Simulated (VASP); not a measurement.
# Hf2NiH3 (P-4m2) in VASP: single point with PBEsol

Aim: the single point of Hf2NiH3 with PBEsol.

All numbers are computed with VASP 6.6.1; they aren't measurements. Logs are shortened: lines on timing, memory, paths and dates and some standing lists are left out, and cuts for length are marked.

## 1. The cell of the first run

It takes space group P-4m2 (No. 115, tetragonal). The conventional cell has a = 2.971 Å, b = 2.971 Å, c = 6.817 Å, α = 90.00°, β = 90.00°, γ = 90.00°. Within 2.8 Å of H (site symmetry -4m2) lie 4 Ni at 2.10 Å and 4 Hf at 2.61 Å. Within 2.7 Å of H (site symmetry 2mm) lie 5 Hf at 2.04 to 2.15 Å and 4 H at 2.62 Å. Ni (site symmetry -4m2) has 4 H at 2.10 Å and 4 Hf at 2.61 Å within 2.8 Å. Within 2.7 Å of Hf (site symmetry 2mm) lie 7 H at 2.04 to 2.61 Å and 2 Ni at 2.61 Å.

## 2. Single point, PBEsol, non-collinear spin, zero start, spin-orbit coupling

The input, INCAR:

```
SYSTEM = Hf2NiH3
ALGO = Normal
EDIFF = 1E-7
ENCUT = 520
GGA = PS
GGA_COMPAT = .FALSE.
ISIF = 2
ISMEAR = -1
LASPH = .TRUE.
LCHARG = .FALSE.
LMAXMIX = 4
LORBIT = 11
LORBMOM = .TRUE.
LREAL = .FALSE.
LSORBIT = .TRUE.
LWAVE = .FALSE.
MAGMOM = 0 0 0 0 0 0 0 0 0 0 0 0 0 0 0 0 0 0
NBANDS = 49
NELM = 150
PREC = Accurate
SIGMA = 0.1
```

The input, KPOINTS:

```
k-points
0
G
  6 6 3
  0 0 0
```

The input, POSCAR:

```
Hf2NiH3
1.0
    2.9709852323      0.0000000000      0.0000000000
    0.0000000000      2.9709852323      0.0000000000
    0.0000000000      0.0000000000      6.8167635981
H Ni Hf
3 1 2
Direct
    0.5000000000      0.5000000000      0.0000000000
    0.0000000000      0.5000000000      0.3854141854
    0.5000000000      0.0000000000      0.6145858146
    0.0000000000      0.0000000000      0.0000000000
    0.0000000000      0.5000000000      0.6845146660
    0.5000000000      0.0000000000      0.3154853340
```

Potentials or basis: VASP PAW PBE potentials, release 64 (H, Ni, Hf_pv).

On the command line:

```sh
> cat potpaw_PBE.64/H/POTCAR potpaw_PBE.64/Ni/POTCAR potpaw_PBE.64/Hf_pv/POTCAR > POTCAR
> mpirun -np 1 vasp_ncl > vasp.out
```

OUTCAR:

```text
SYSTEM = Hf2NiH3
   EDIFF = 1E-7
   ENCUT = 520
   GGA = PS
   ISIF = 2
   ISMEAR = -1
   LASPH = .TRUE.
   LORBIT = 11
   LREAL = .FALSE.
   LSORBIT = .TRUE.
   NELM = 150
   PREC = Accurate

 ion  position               nearest neighbor table
   1  0.500  0.500  0.000-
   2  0.000  0.500  0.385-   5 2.04   6 2.15   6 2.15   6 2.15   6 2.15
   3  0.500  0.000  0.615-   6 2.04   5 2.15   5 2.15   5 2.15   5 2.15
   4  0.000  0.000  0.000-   5 2.61   6 2.61   5 2.61   6 2.61
   5  0.000  0.500  0.685-   2 2.04   3 2.15   3 2.15   3 2.15   3 2.15   4 2.61   4 2.61   6 3.28
                             6 3.28   6 3.28   6 3.28
   6  0.500  0.000  0.315-   3 2.04   2 2.15   2 2.15   2 2.15   2 2.15   4 2.61   4 2.61   5 3.28
                             5 3.28   5 3.28   5 3.28

  LATTYP: Found a simple tetragonal cell.
 ALAT       =     2.9709852323
 C/A-ratio  =     2.2944454668

  Lattice vectors:

 A1 = (   2.9709852323,   0.0000000000,   0.0000000000)
 A2 = (   0.0000000000,   2.9709852323,   0.0000000000)
 A3 = (   0.0000000000,   0.0000000000,   6.8167635981)

Analysis of symmetry for initial positions (statically):
=====================================================================
 Subroutine PRICEL returns:
 Original cell was already a primitive cell.

 Routine SETGRP: Setting up the symmetry group for a
 simple tetragonal supercell.

 Subroutine GETGRP returns: Found  8 space group operations
 (whereof  8 operations were pure point group operations)
 out of a pool of 16 trial point group operations.

The static configuration has the point symmetry D_2d.

Analysis of symmetry for dynamics (positions and initial velocities):
=====================================================================
 Subroutine PRICEL returns:
 Original cell was already a primitive cell.

 Routine SETGRP: Setting up the symmetry group for a
 simple tetragonal supercell.

 Subroutine GETGRP returns: Found  8 space group operations
 (whereof  8 operations were pure point group operations)
 out of a pool of 16 trial point group operations.

The dynamic configuration has the point symmetry D_2d.

Analysis of structural, dynamic, and magnetic symmetry:
=====================================================================
 Subroutine PRICEL returns:
 Original cell was already a primitive cell.

 Routine SETGRP: Setting up the symmetry group for a
 simple tetragonal supercell.

 Subroutine GETGRP returns: Found  8 space group operations
 (whereof  8 operations were pure point group operations)
 out of a pool of 16 trial point group operations.

The overall configuration has the point symmetry D_2d.

 Subroutine INISYM returns: Found  8 space group operations
 (whereof  8 operations are pure point group operations),
 and found     1 'primitive' translations
[... 1362 lines left out ...]
  4        -0.000  -0.000  -0.000
  5        -0.000  -0.000  -0.000
  6         0.000   0.000   0.000
 ----------------------------------------
           -0.000  -0.000  -0.000

 orbital moment (y)

 # of ion     p       d       tot
 ----------------------------------------
  1         0.000   0.000   0.000
  2         0.000   0.000   0.000
  3         0.000   0.000   0.000
  4         0.000  -0.000  -0.000
  5         0.000   0.000   0.000
  6        -0.000   0.000  -0.000
 ----------------------------------------
            0.000   0.000   0.000

 orbital moment (z)

 # of ion     p       d       tot
 ----------------------------------------
  1         0.000   0.000   0.000
  2         0.000   0.000   0.000
  3         0.000   0.000   0.000
  4         0.000  -0.000  -0.000
  5         0.000  -0.000  -0.000
  6         0.000  -0.000  -0.000
 ----------------------------------------
            0.000  -0.000  -0.000

 Spin-Orbit-Coupling matrix elements

 Ion:    1  E_soc:     -0.0000000
 l=   1
     0.0000000     0.0000000    -0.0000000
     0.0000000     0.0000000     0.0000000
    -0.0000000     0.0000000     0.0000000
 l=   2
     0.0000000     0.0000000     0.0000000     0.0000000     0.0000000
     0.0000000     0.0000000     0.0000000     0.0000000     0.0000000
     0.0000000     0.0000000     0.0000000     0.0000000     0.0000000
     0.0000000     0.0000000     0.0000000     0.0000000     0.0000000
     0.0000000     0.0000000     0.0000000     0.0000000     0.0000000
 l=   3
     0.0000000     0.0000000     0.0000000     0.0000000     0.0000000     0.0000000     0.0000000
     0.0000000     0.0000000     0.0000000     0.0000000     0.0000000     0.0000000     0.0000000
     0.0000000     0.0000000     0.0000000     0.0000000     0.0000000     0.0000000     0.0000000
     0.0000000     0.0000000     0.0000000     0.0000000     0.0000000     0.0000000     0.0000000
[... 89 lines left out ...]
 l=   2
     0.0000000    -0.0012446     0.0000000    -0.0016842    -0.0097825
    -0.0012446     0.0000000    -0.0047184    -0.0017791    -0.0028216
     0.0000000    -0.0047184     0.0000000    -0.0053042     0.0000000
    -0.0016842    -0.0017791    -0.0053042     0.0000000    -0.0028125
    -0.0097825    -0.0028216     0.0000000    -0.0028125     0.0000000
 l=   3
     0.0000000     0.0000000     0.0000000     0.0000000     0.0000000     0.0000000     0.0000000
     0.0000000     0.0000000     0.0000000     0.0000000     0.0000000     0.0000000     0.0000000
     0.0000000     0.0000000     0.0000000     0.0000000     0.0000000     0.0000000     0.0000000
     0.0000000     0.0000000     0.0000000     0.0000000     0.0000000     0.0000000     0.0000000
     0.0000000     0.0000000     0.0000000     0.0000000     0.0000000     0.0000000     0.0000000
     0.0000000     0.0000000     0.0000000     0.0000000     0.0000000     0.0000000     0.0000000
     0.0000000     0.0000000     0.0000000     0.0000000     0.0000000     0.0000000     0.0000000

 total charge

# of ion       s       p       d       tot
------------------------------------------
    1        0.408   0.018   0.000   0.426
    2        0.540   0.021   0.000   0.561
    3        0.540   0.021   0.000   0.561
    4        0.484   0.389   8.419   9.293
    5        0.357   6.493   1.783   8.633
    6        0.357   6.493   1.783   8.633
--------------------------------------------------
tot          2.685  13.436  11.985  28.106

 magnetization (x)

# of ion       s       p       d       tot
------------------------------------------
    1        0.000   0.000   0.000   0.000
    2        0.000   0.000   0.000   0.000
    3        0.000   0.000   0.000   0.000
    4        0.000   0.000   0.000   0.000
    5        0.000   0.000   0.000   0.000
    6       -0.000   0.000   0.000  -0.000
--------------------------------------------------
tot         -0.000   0.000   0.000  -0.000

 magnetization (y)

# of ion       s       p       d       tot
------------------------------------------
    1       -0.000  -0.000   0.000  -0.000
    2        0.000   0.000   0.000   0.000
    3        0.000   0.000   0.000   0.000
    4       -0.000   0.000  -0.000  -0.000
    5       -0.000   0.000   0.000  -0.000
    6       -0.000  -0.000   0.000  -0.000
--------------------------------------------------
tot         -0.000  -0.000  -0.000  -0.000

 magnetization (z)

# of ion       s       p       d       tot
------------------------------------------
    1        0.000   0.000   0.000   0.000
    2       -0.000   0.000   0.000  -0.000
    3       -0.000   0.000   0.000  -0.000
    4       -0.000   0.000   0.000   0.000
    5        0.000   0.000   0.000   0.000
    6        0.000   0.000   0.000   0.000
--------------------------------------------------
tot          0.000   0.000   0.000   0.000
```

OSZICAR:

```text
N       E                     dE             d eps       ncg     rms          rms(c)
DAV:   1     0.227141854030E+03    0.22714E+03   -0.15234E+04  2556   0.141E+03
DAV:   2    -0.197725824648E+02   -0.24691E+03   -0.23307E+03  2620   0.388E+02
DAV:   3    -0.414694872831E+02   -0.21697E+02   -0.19752E+02  3057   0.105E+02
[... 20 lines left out ...]
DAV:  24    -0.390878337131E+02    0.20001E-05   -0.43550E-06  3117   0.136E-02    0.364E-02
DAV:  25    -0.390878305914E+02    0.31217E-05   -0.14875E-06  3550   0.166E-02    0.253E-02
DAV:  26    -0.390878280579E+02    0.25336E-05   -0.15537E-06  3299   0.173E-02    0.160E-02
DAV:  27    -0.390878273905E+02    0.66742E-06   -0.84207E-07  3347   0.103E-02    0.948E-03
DAV:  28    -0.390878273455E+02    0.44981E-07   -0.11573E-07  1836   0.267E-03
   1 F= -.39087827E+02 E0= -.39046989E+02  d E =-.816762E-01  mag=    -0.0000    -0.0000    -0.0000
```

stdout:

```text
POSCAR found type information on POSCAR H NiHf
 POSCAR found :  3 types and       6 ions
 scaLAPACK will be used
 -----------------------------------------------------------------------------
|                                                                             |
|                                                                             |
|     You enforced a specific xc type in the INCAR file but a different       |
|     I HOPE YOU KNOW WHAT YOU ARE DOING!                                     |
|                                                                             |
 -----------------------------------------------------------------------------

 LDA part: xc-table for (Slater+PW92), standard interpolation
 POSCAR, INCAR and KPOINTS ok, starting setup
 FFT: planning ... GRIDC
 FFT: planning ... GRID_SOFT
 FFT: planning ... GRID
 WAVECAR not read
 entering main loop
```

Run time: 6.9 min. Hardware: 1 thread of Intel Xeon Platinum 8488C (Sapphire Rapids), shared host; peak memory 0.38 GiB.

What came out:

* Free energy: -39.0878 eV
* Pressure: -0.6 GPa
* Largest force: 0.019 eV/Å
* Net moment: 0.00 μB per cell
* Valence electrons inside the program's atomic spheres: H 0.43, 0.56 (each value once); Ni 9.29; Hf 8.63

Forces in eV/Å, atoms in the order of the input:
```
H    0.000  0.000  0.000
H    0.000  0.000 -0.003
H    0.000  0.000  0.003
Ni   0.000  0.000  0.000
Hf   0.000  0.000  0.019
Hf   0.000  0.000 -0.019
```

Moments on the atoms (μB; x, y, z):
```
H   0.00 0.00 0.00
H   0.00 0.00 0.00
H   0.00 0.00 0.00
Ni  0.00 0.00 0.00
Hf  0.00 0.00 0.00
Hf  0.00 0.00 0.00
```

Caveat: the PAW data sets were made with another functional, which shifts forces and pressure a little.
